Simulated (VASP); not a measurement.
# BN in VASP: further runs

Runs on BN. Level: PBEsol. Tasks: single point.

Program: VASP 6.6.1. These are calculated values, not measurements. Logs are shortened: lines on timing, memory, paths and dates and some standing lists are left out, and cuts for length are marked.

## 1. The cell of the first run

It takes space group Pmn2_1 (No. 31, orthorhombic). The conventional cell has a = 2.504 Å, b = 4.337 Å, c = 7.034 Å, α = 90.00°, β = 90.00°, γ = 90.00°. Within 1.9 Å of B (site symmetry m) lie 3 N at 1.45 Å. B (site symmetry m) has 3 N at 1.45 Å within 1.9 Å. N (site symmetry m) has 3 B at 1.45 Å within 1.9 Å. Within 1.9 Å of N (site symmetry m) lie 3 B at 1.45 Å.

## 2. Single point, PBEsol (atoms displaced along a vibrational mode)

The input, INCAR:

```
PREC = Accurate
ENCUT = 600
EDIFF = 1E-6
ISMEAR = 0
SIGMA = 0.05
LREAL = False
LASPH = True
NELM = 120
ALGO = Normal
ISIF = 2
LWAVE = False
LCHARG = True
GGA = PS
LELF = True
LVHAR = True
NBANDS = 26
GGA_COMPAT = False
```

The input, KPOINTS:

```
Automatic mesh
0
Gamma
  10 6 4
```

The input, POSCAR:

```
BN
1.0
    2.5037762076      0.0000000000      0.0000000000
    0.0000000000      4.3366676023      0.0000000000
    0.0000000000      0.0000000000      7.0340970058
B N
4 4
Direct
    0.0000000000      0.3333333333      0.2372620466
    0.5000000000      0.8333333333      0.2528432932
    0.5000000000      0.1666666667      0.7372620466
    1.0000000000      0.6666666667      0.7528432932
    0.0000000000      0.3333333333      0.7556964728
    0.5000000000      0.8333333333      0.7519398003
    0.5000000000      0.1666666667      0.2556964728
    1.0000000000      0.6666666667      0.2519398003
```

Potentials or basis: VASP PAW PBE potentials, release 64 (B, N).

Run with:

```console
cat potpaw_PBE.64/B/POTCAR potpaw_PBE.64/N/POTCAR > POTCAR
mpirun -np 1 vasp_std > vasp.out
```

OUTCAR:

```text
PREC = Accurate
   ENCUT = 600
   EDIFF = 1E-6
   ISMEAR = 0
   LREAL = False
   LASPH = True
   NELM = 120
   ISIF = 2
   GGA = PS

 ion  position               nearest neighbor table
   1  0.000  0.333  0.237-   8 1.45   7 1.45   7 1.45
   2  0.500  0.833  0.253-   8 1.45   8 1.45   7 1.45
   3  0.500  0.167  0.737-   6 1.45   5 1.45   5 1.45
   4  0.000  0.667  0.753-   6 1.45   6 1.45   5 1.45
   5  0.000  0.333  0.756-   4 1.45   3 1.45   3 1.45
   6  0.500  0.833  0.752-   4 1.45   4 1.45   3 1.45
   7  0.500  0.167  0.256-   2 1.45   1 1.45   1 1.45
   8  0.000  0.667  0.252-   2 1.45   2 1.45   1 1.45

  LATTYP: Found a simple orthorhombic cell.
 ALAT       =     2.5037762076
 B/A-ratio  =     1.7320508076
 C/A-ratio  =     2.8093952584

  Lattice vectors:

 A1 = (   2.5037762076,   0.0000000000,   0.0000000000)
 A2 = (   0.0000000000,   4.3366676023,   0.0000000000)
 A3 = (   0.0000000000,   0.0000000000,   7.0340970058)

Analysis of symmetry for initial positions (statically):
=====================================================================
 Subroutine PRICEL returns:
 Original cell was already a primitive cell.

 Routine SETGRP: Setting up the symmetry group for a
 simple orthorhombic supercell.

 Subroutine GETGRP returns: Found  4 space group operations
 (whereof  2 operations were pure point group operations)
 out of a pool of  8 trial point group operations.

The static configuration has the point symmetry C_1h.
 The point group associated with its full space group is C_2v.

Analysis of symmetry for dynamics (positions and initial velocities):
=====================================================================
 Subroutine PRICEL returns:
 Original cell was already a primitive cell.

 Routine SETGRP: Setting up the symmetry group for a
 simple orthorhombic supercell.

 Subroutine GETGRP returns: Found  4 space group operations
 (whereof  2 operations were pure point group operations)
 out of a pool of  8 trial point group operations.

The dynamic configuration has the point symmetry C_1h.
 The point group associated with its full space group is C_2v.

 Subroutine INISYM returns: Found  4 space group operations
 (whereof  2 operations are pure point group operations),
 and found     1 'primitive' translations

----------------------------------------------------------------------------------------

                                     Primitive cell

  volume of cell :      76.3765

  direct lattice vectors                    reciprocal lattice vectors
     2.503776208  0.000000000  0.000000000     0.399396718  0.000000000  0.000000000
     0.000000000  4.336667602  0.000000000     0.000000000  0.230591803  0.000000000
     0.000000000  0.000000000  7.034097006     0.000000000  0.000000000  0.142164659

  length of vectors
     2.503776208  4.336667602  7.034097006     0.399396718  0.230591803  0.142164659

  position of ions in fractional coordinates (direct lattice)
     0.000000000  0.333333333  0.237262047
     0.500000000  0.833333333  0.252843293
     0.500000000  0.166666667  0.737262047
     0.000000000  0.666666667  0.752843293
     0.000000000  0.333333333  0.755696473
     0.500000000  0.833333333  0.751939800
     0.500000000  0.166666667  0.255696473
     0.000000000  0.666666667  0.251939800

  ion indices of the primitive-cell ions
   primitive index   ion index
                 1           1
                 2           2
                 3           3
                 4           4
                 5           5
                 6           6
                 7           7
                 8           8

----------------------------------------------------------------------------------------

 KPOINTS: Automatic mesh

Automatic generation of k-mesh.
 Grid dimensions read from file:
 generate k-points for:   10    6    4

 Generating k-lattice:

  Cartesian coordinates                     Fractional coordinates (reciprocal lattice)
     0.039939672  0.000000000  0.000000000     0.100000000  0.000000000  0.000000000
     0.000000000  0.038431967  0.000000000     0.000000000  0.166666667  0.000000000
     0.000000000  0.000000000  0.035541165     0.000000000  0.000000000  0.250000000

  Length of vectors
     0.039939672  0.038431967  0.035541165

  Shift w.r.t. Gamma in fractional coordinates (k-lattice)
     0.000000000  0.000000000  0.000000000

 Subroutine IBZKPT returns following result:
 ===========================================

 Found     72 irreducible k-points:

 Following reciprocal coordinates:
            Coordinates               Weight
  0.000000  0.000000  0.000000      1.000000
  0.100000  0.000000  0.000000      2.000000
  0.200000  0.000000  0.000000      2.000000
  0.300000  0.000000  0.000000      2.000000
  0.400000  0.000000  0.000000      2.000000
  0.500000  0.000000  0.000000      1.000000
[... 16 lines left out ...]
  0.400000  0.500000  0.000000      2.000000
  0.500000  0.500000  0.000000      1.000000
 [... further k-points ...]
   k-points           NKPTS =     72   k-points in BZ     NKDIM =     72   number of bands    NBANDS=     26
   number of dos      NEDOS =    301   number of ions     NIONS =      8
   total plane-waves  NPLWV =  40320
   dimension x,y,z NGX =    20 NGY =   36 NGZ =   56
   dimension x,y,z NGXF=    40 NGYF=   72 NGZF=  112
   ions per type =               4   4
   NGX,Y,Z   is equivalent  to a cutoff of  13.28, 13.80, 13.24 a.u.
   NGXF,Y,Z  is equivalent  to a cutoff of  26.56, 27.60, 26.47 a.u.
 SYSTEM =  unknown system
   PREC   = accura    normal or accurate (medium, high low for compatibility)
   ISTART =      0    job   : 0-new  1-cont  2-samecut
   ICHARG =      2    charge: 1-file 2-atom 10-const
   ISPIN  =      1    spin polarized calculation?
   LNONCOLLINEAR =      F non collinear calculations
   LSORBIT =      F    spin-orbit coupling
   LASPH  =      T    aspherical Exc in radial PAW
   ENCUT  =  600.0 eV  44.10 Ry    6.64 a.u.   5.00  8.66 14.05*2*pi/ulx,y,z
   NELM   =    120;   NELMIN=  2; NELMDL= -5     # of ELM steps
   EDIFF  = 0.1E-05   stopping-criterion for ELM
   LREAL  =      F    real-space projection
   EDIFFG = 0.1E-04   stopping-criterion for IOM
   NSW    =      0    number of steps for IOM
   IBRION =     -1    ionic relax: 0-MD 1-quasi-New 2-CG
   NFREE  =      0    steps in history (QN), initial steepest desc. (CG)
   ISIF   =      2    stress and relaxation
   ISYM   =      2    0-nonsym 1-usesym 2-fastsym
   POTIM  = 0.5000    time-step for ionic-motion
   TEBEG  =    0.0;   TEEND  =   0.0 temperature during run
   PSTRESS=    0.0 pullay stress
   NELECT =      32.0000    total number of electrons
   NUPDOWN=      -1.0000    fix difference up-down
   EMIN   =  10.00;   EMAX   =-10.00  energy-range for DOS
   EFERMI =   0.00;   METHOD = LEGACY
   ISMEAR =     0;   SIGMA  =   0.05  broadening in eV -4-tet -1-fermi 0-gaus
   EFERMI_NEDOS =   21; number of points for ismear=-14 and -15
   IALGO  =     38    algorithm
   IMIX   =      4    mixing-type and parameters
     AMIX     =   0.40;   BMIX     =  1.00
     AMIX_MAG =   1.60;   BMIX_MAG =  1.00
  volume/ion in A,a.u.               =       9.55        64.43
  Fermi-wavevector in a.u.,A,eV,Ry     =   1.225006  2.314925 20.417437  1.500639
  Thomas-Fermi vector in A             =   2.360060
   LORBIT       =      0    0 simple, 1 ext, 2 COOP (PROOUT), +10 PAW based schemes
   GGA     = PS    functional components
   LHFCALC =     F    Hartree Fock is set to
   AEXX    =    0.0000 exact exchange contribution
   IVDW    =     0    specifies the selected vdW correction
   LEPSILON=     F    determine dielectric tensor
   LRPA    =     F    only Hartree local field effects (RPA)
 non-spin polarized calculation
 Gauss-broadening in eV      SIGMA  =   0.05
  energy-cutoff  :      600.00
  volume of cell :       76.38
 maximum number of plane-waves:      2594
   NGX = 11   NGY = 17   NGZ = 29

 number of electron      32.0000001 magnetization

 Free energy of the ion-electron system (eV)
  ---------------------------------------------------
  ext. energy  EPLUGINS =         0.00000000
  ---------------------------------------------------
  free energy    TOTEN  =       -72.96189230 eV

  energy without entropy =      -72.96189230  energy(sigma->0) =      -72.96189230

 E-fermi :   2.0633     XC(G=0):  -9.9244

 val. band max:        1.7779592559   @ k =   0.3000   0.0000   0.0000
 cond. band min:       5.5996514498   @ k =   0.0000   0.0000   0.0000
 fundamental gap:      3.8216921938
 Fermi energy:         2.0632962201

 k-point     1 :       0.0000    0.0000    0.0000
  band No.  band energies     occupation
      1     -15.9472      2.00000
      2     -15.7525      2.00000
      3     -12.7465      2.00000
      4     -12.7024      2.00000
      5      -7.1502      2.00000
      6      -7.1034      2.00000
[... 18 lines left out ...]
     25      13.3280      0.00000
     26      13.3712      0.00000

 k-point     2 :       0.1000    0.0000    0.0000
  band No.  band energies     occupation
      1     -15.8002      2.00000
      2     -15.6090      2.00000
      3     -12.6501      2.00000
      4     -12.6078      2.00000
      5      -7.0359      2.00000
      6      -6.9861      2.00000
[... 18 lines left out ...]
     25      13.7664      0.00000
     26      13.9775      0.00000

 k-point     3 :       0.2000    0.0000    0.0000
  band No.  band energies     occupation
      1     -15.3674      2.00000
      2     -15.1867      2.00000
      3     -12.4025      2.00000
      4     -12.3678      2.00000
      5      -6.7049      2.00000
      6      -6.6440      2.00000
[... 572 lines left out ...]
 k-point    23 :       0.4000    0.5000    0.0000
  band No.  band energies     occupation
      1     -13.0595      2.00000
      2     -13.0416      2.00000
      3     -12.9726      2.00000
      4     -12.9540      2.00000
      5      -6.6383      2.00000
      6      -6.6163      2.00000
[... 18 lines left out ...]
     25      13.4004      0.00000
     26      13.4326      0.00000

 k-point    24 :       0.5000    0.5000    0.0000
  band No.  band energies     occupation
      1     -12.7492      2.00000
      2     -12.7492      2.00000
      3     -12.6989      2.00000
      4     -12.6989      2.00000
      5      -7.1411      2.00000
      6      -7.1411      2.00000
[... 18 lines left out ...]
     25      13.9622      0.00000
     26      13.9622      0.00000

 [... further k-points ...]
[... 5 lines left out ...]
  --------------------------------------------------------------------------------------
  -------------------------------------------------------------------------------------
  Total        0.0388990      0.0332183     -0.5876124      0.0000000      0.0000000      0.0000000
  in kB        0.8159985      0.6968325    -12.3265503      0.0000000      0.0000000      0.0000000
  external PRESSURE =      -3.6045731 kB  Pullay stress =       0.0000000 kB

 VOLUME and BASIS-vectors are now :
 -----------------------------------------------------------------------------
  energy-cutoff  :      600.00
  volume of cell :       76.38
      direct lattice vectors                 reciprocal lattice vectors
     2.503776208  0.000000000  0.000000000     0.399396718  0.000000000  0.000000000
     0.000000000  4.336667602  0.000000000     0.000000000  0.230591803  0.000000000
     0.000000000  0.000000000  7.034097006     0.000000000  0.000000000  0.142164659

 POSITION                                       TOTAL-FORCE (eV/Angst)
 -----------------------------------------------------------------------------------
      0.00000      1.44556      1.66892         0.000000     -0.062732      1.610517
      1.25189      3.61389      1.77852         0.000000     -0.007274     -0.024220
      1.25189      0.72278      5.18597         0.000000      0.062732      1.610517
      0.00000      2.89111      5.29557         0.000000      0.007274     -0.024220
      0.00000      1.44556      5.31564         0.000000     -0.126306     -1.051427
      1.25189      3.61389      5.28922         0.000000      0.060393     -0.534871
      1.25189      0.72278      1.79859         0.000000      0.126306     -1.051427
      0.00000      2.89111      1.77217         0.000000     -0.060393     -0.534871
 -----------------------------------------------------------------------------------
    total drift:                                0.000000      0.000000      0.000399

  FREE ENERGIE OF THE ION-ELECTRON SYSTEM (eV)
  ---------------------------------------------------
  free  energy   TOTEN  =       -72.9618923041 eV

  energy  without entropy=      -72.9618923041  energy(sigma->0) =      -72.96189230
```

Wall time 63 s (1 thread of Intel Xeon 6975P-C (Granite Rapids), shared host); peak memory 0.26 GiB.

What came out:

```yaml
Free_energy: -72.9619 eV
Pressure: -0.4 GPa
Largest_force: 1.612 eV/Å
Band_gap_on_the_k_mesh: 3.82 eV
```

Forces in eV/Å, atoms in the order of the input:
```
B    0.000 -0.063  1.611
B    0.000 -0.007 -0.024
B    0.000  0.063  1.611
B    0.000  0.007 -0.024
N    0.000 -0.126 -1.051
N    0.000  0.060 -0.535
N    0.000  0.126 -1.051
N    0.000 -0.060 -0.535
```

Levels at points of the mesh, in eV from the valence-band top:
| k point | band 14 | band 15 | band 16 | band 17 | band 18 | band 19 |
| --- | --- | --- | --- | --- | --- | --- |
| (0.00, 0.00, 0.00) | -1.25 | -1.08 | -0.49 | 3.82 | 5.03 | 5.27 |
| (0.50, 0.00, 0.00) | -1.65 | -0.66 | -0.66 | 5.49 | 5.49 | 5.84 |
| (0.00, 0.50, 0.00) | -2.93 | -2.86 | -2.83 | 6.15 | 6.55 | 8.34 |
| (0.50, 0.50, 0.00) | -1.32 | -0.57 | -0.57 | 4.18 | 4.18 | 5.28 |
| (0.00, 0.00, 0.50) | -1.26 | -0.82 | -0.82 | 4.51 | 4.51 | 6.83 |
| (0.50, 0.00, 0.50) | -1.22 | -1.12 | -1.12 | 5.51 | 5.51 | 5.63 |
| (0.00, 0.50, 0.50) | -2.94 | -2.85 | -2.85 | 7.35 | 7.35 | 7.86 |
| (0.50, 0.50, 0.50) | -0.98 | -0.89 | -0.89 | 4.55 | 4.55 | 4.62 |

Caveat: the cell differs from its parent crystal (atoms displaced along a vibrational mode); the PAW data sets were made with another functional, which shifts forces and pressure a little; this functional lacks dispersion, which binds the layers, so the pressure and a relaxed spacing across them are unreliable. A k mesh can miss the band edges.

## 3. Single point, PBEsol (atoms displaced along a vibrational mode)

The input, INCAR:

```
PREC     = Accurate       # precision mode
ENCUT    = 600            # plane-wave cutoff, eV
EDIFF    = 1E-6           # SCF threshold, eV
ISMEAR   = 0              # smearing method
SIGMA    = 0.05           # smearing width, eV
LREAL    = F              # projectors in reciprocal space
LASPH    = T              # aspherical terms in the spheres
NELM     = 120            # most SCF steps
ALGO     = Normal         # electronic algorithm
ISIF     = 2              # what is computed and relaxed
LWAVE    = F              # write WAVECAR
LCHARG   = F              # write CHGCAR
GGA      = PS             # functional
NBANDS   = 26             # bands
GGA_COMPAT= F
```

KPOINTS is that of step 2.

The input, POSCAR:

```
BN
1.0
    2.5037762076      0.0000000000      0.0000000000
    0.0000000000      4.3366676023      0.0000000000
    0.0000000000      0.0000000000      7.0340970058
B N
4 4
Direct
    0.0000000000      0.3333333333      0.2450526699
    0.5000000000      0.8333333333      0.2450526699
    0.5000000000      0.1666666667      0.7450526699
    1.0000000000      0.6666666667      0.7450526699
    0.0000000000      0.3333333333      0.7538181365
    0.5000000000      0.8333333333      0.7538181365
    0.5000000000      0.1666666667      0.2538181365
    1.0000000000      0.6666666667      0.2538181365
```

Potentials or basis: VASP PAW PBE potentials, release 64 (B, N).

Run with:

```console
cat potpaw_PBE.64/B/POTCAR potpaw_PBE.64/N/POTCAR > POTCAR
mpirun -np 1 vasp_std > vasp.out
```

Run time: 73 s. Hardware: 1 thread of Intel Xeon 6975P-C (Granite Rapids), shared host; peak memory 0.26 GiB.

The run converged. Its results:

```yaml
Free_energy: -73.0582 eV
Pressure: 0.0 GPa
Largest_force: 0.789 eV/Å
Band_gap_on_the_k_mesh: 4.22 eV
```

Forces on the atoms (eV/Å):
```
B    0.000  0.000  0.789
B    0.000  0.000  0.789
B    0.000  0.000  0.789
B    0.000  0.000  0.789
N    0.000  0.000 -0.789
N    0.000  0.000 -0.789
N    0.000  0.000 -0.789
N    0.000  0.000 -0.789
```

Stress tensor (GPa, compression positive):
```
 0.38  0.00  0.00
 0.00  0.38  0.00
 0.00  0.00 -0.75
```

Levels at points of the mesh, in eV from the valence-band top:
```tsv
k point	band 12	band 13	band 14	band 15	band 16	band 17	band 18	band 19	band 20	band 21
(0.00, 0.00, 0.00)	-1.29	-1.29	-1.27	-1.27	-0.57	4.22	4.68	5.32	9.39	9.41
(0.50, 0.00, 0.00)	-5.84	-1.64	-1.64	-0.65	-0.65	5.53	5.53	5.89	5.89	10.15
(0.00, 0.50, 0.00)	-2.95	-2.93	-2.93	-2.89	-2.89	6.49	6.49	8.46	8.46	9.31
(0.50, 0.50, 0.00)	-4.08	-1.32	-1.32	-0.57	-0.57	4.22	4.22	5.32	5.32	9.39
(0.00, 0.00, 0.50)	-1.28	-1.28	-1.28	-0.94	-0.94	4.63	4.63	6.77	6.77	9.80
(0.50, 0.00, 0.50)	-5.86	-1.16	-1.16	-1.16	-1.16	5.61	5.61	5.61	5.61	11.61
(0.00, 0.50, 0.50)	-3.74	-2.91	-2.91	-2.91	-2.91	7.69	7.69	7.69	7.69	10.11
(0.50, 0.50, 0.50)	-4.10	-0.94	-0.94	-0.94	-0.94	4.63	4.63	4.63	4.63	9.80
```

Caveat: the cell differs from its parent crystal (atoms displaced along a vibrational mode); the PAW data sets were made with another functional, which shifts forces and pressure a little; this functional lacks dispersion, which binds the layers, so the pressure and a relaxed spacing across them are unreliable. A k mesh can miss the band edges.

(Part 1 of 3 ends here.)
